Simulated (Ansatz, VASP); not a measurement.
One calculation of BaTiO3, two programs

INCAR

```
SYSTEM = BaTiO3
  ALGO = Normal
  EDIFF = 1E-6
  ENCUT = 520
  GGA = PE
  ISIF = 2
  ISMEAR = 0
  LASPH = .True.
  LCHARG = .True.
  LELF = .True.
  LREAL = .False.
  LVHAR = .True.
  LWAVE = .False.
  NBANDS = 28
  NELM = 100
  PREC = Accurate
  SIGMA = 0.05
```

File KPOINTS:

```
k-points
0
Gamma
  8 8 8
  0 0 0
```

File POSCAR:

```
BaTiO3
1.0
    3.7822419899      0.0000000000      0.0000000000
    0.0000000000      3.7822419899      0.0000000000
    0.0000000000      0.0000000000      4.5387462394
Ba Ti O
1 1 3
Direct
    0.0000000000      0.0000000000      0.0000000000
    0.5000000000      0.5000000000      0.5000000000
    0.5000000000      0.5000000000      0.0000000000
    0.5000000000      0.0000000000      0.5000000000
    0.0000000000      0.5000000000      0.5000000000
```

Input for Ansatz:

```yaml
crystal:
  lattice:
    - [3.7822419899, 0.0, 0.0]
    - [0.0, 3.7822419899, 0.0]
    - [0.0, 0.0, 4.5387462394]
  atoms:
    - { symbol: Ba, position: [0.0, 0.0, 0.0] }
    - { symbol: Ti, position: [0.5, 0.5, 0.5] }
    - { symbol: O, position: [0.5, 0.5, 0.0] }
    - { symbol: O, position: [0.5, 0.0, 0.5] }
    - { symbol: O, position: [0.0, 0.5, 0.5] }
basis:
  ecutwfc: 420
kpoints:
  mp_grid: { grid: [8, 8, 8] }
hamiltonian:
  xc: pbe
scf:
  occupations: { method: gaussian, width: 0.05 }
output:
  forces: true
  stress: true
  eigenvalues: true
```

Alike in both runs: task single point; functional PBE; k mesh 8 × 8 × 8; occupations gaussian, width 0.05 eV; no spin polarisation.

|  | VASP | Ansatz |
| --- | --- | --- |
| version | VASP 6.6.1 | Ansatz 0.2.0 |
| potentials or method | VASP PAW PBE potentials, release 64 (Ba_sv, Ti_sv, O), cutoff 520 eV | scalar-relativistic, plane waves, PAW |
| valence electrons in the cell | 40 | 40 |

```csv
,VASP,Ansatz,Ansatz less VASP
gap on the k mesh at the Fermi level (eV),1.41,1.46,+0.046
least direct gap on the mesh (eV),1.70,1.76,+0.061
pressure (GPa),9.5,7.6,-1.88
"traceless stress, the component that is largest in VASP (GPa)",-20.61,-19.65,+0.960
```

With one functional, cell and mesh, what is left measures potentials, basis and numerics.

Spin-orbit coupling is off throughout.
